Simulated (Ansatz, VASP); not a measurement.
# One calculation of Gd, two programs

Contents of INCAR:

```
PREC = Accurate
ENCUT = 520
EDIFF = 1E-6
ISMEAR = -1
SIGMA = 0.05
LREAL = F
LASPH = T
NELM = 150
ALGO = Normal
ISIF = 2
LWAVE = F
LCHARG = F
ISPIN = 2
MAGMOM = 7
LORBIT = 11
LMAXMIX = 6
GGA = PE
NBANDS = 19
```

KPOINTS

```
Automatic mesh
0
Gamma
  13 13 13
```

The input POSCAR:

```
Gd
1.0
    0.0000000000      2.4558764947      2.4558764947
    2.4558764947      0.0000000000      2.4558764947
    2.4558764947      2.4558764947      0.0000000000
Gd
1
Direct
    0.0000000000      0.0000000000      0.0000000000
```

Input for Ansatz:

```yaml
crystal:
  lattice:
    - [0.0, 2.4558764947, 2.4558764947]
    - [2.4558764947, 0.0, 2.4558764947]
    - [2.4558764947, 2.4558764947, 0.0]
  atoms:
    - { symbol: Gd, position: [0.0, 0.0, 0.0], spin: 7.0 }
magnetization:
  spin_polarized: true
kpoints:
  mp_grid: { grid: [13, 13, 13] }
scf:
  occupations: { method: fermi_dirac, width: 0.05 }
hamiltonian:
  xc: pbe
  pseudopotentials: { kind: all_electron, lapw: { basis_error: 0.001 } }
output:
  forces: true
  stress: true
  eigenvalues: true
  populations: true
```

Change from the starting cell: volume scaled by 0.9, LAPW.

Alike in both runs: task single point; functional PBE; k mesh 13 × 13 × 13; occupations fermi-dirac, width 0.05 eV; collinear spin.

```csv
,VASP,Ansatz
version,VASP 6.6.1,Ansatz 0.2.0
potentials or method,"VASP PAW PBE potentials, release 64 (Gd), cutoff 520 eV","all-electron LAPW, scalar-relativistic"
```

```csv
,VASP,Ansatz,Ansatz less VASP
pressure (GPa),4.1,4.0,-0.12
net moment per atom (μB),7.36,7.36,-0.005
size of the moment on the site where the two differ most (μB),6.91,7.26,+0.352
```

Site moments also hang on the region over which each program counts them. Ansatz ran all-electron here, and VASP with PAW potentials.

Spin-orbit coupling is off throughout.
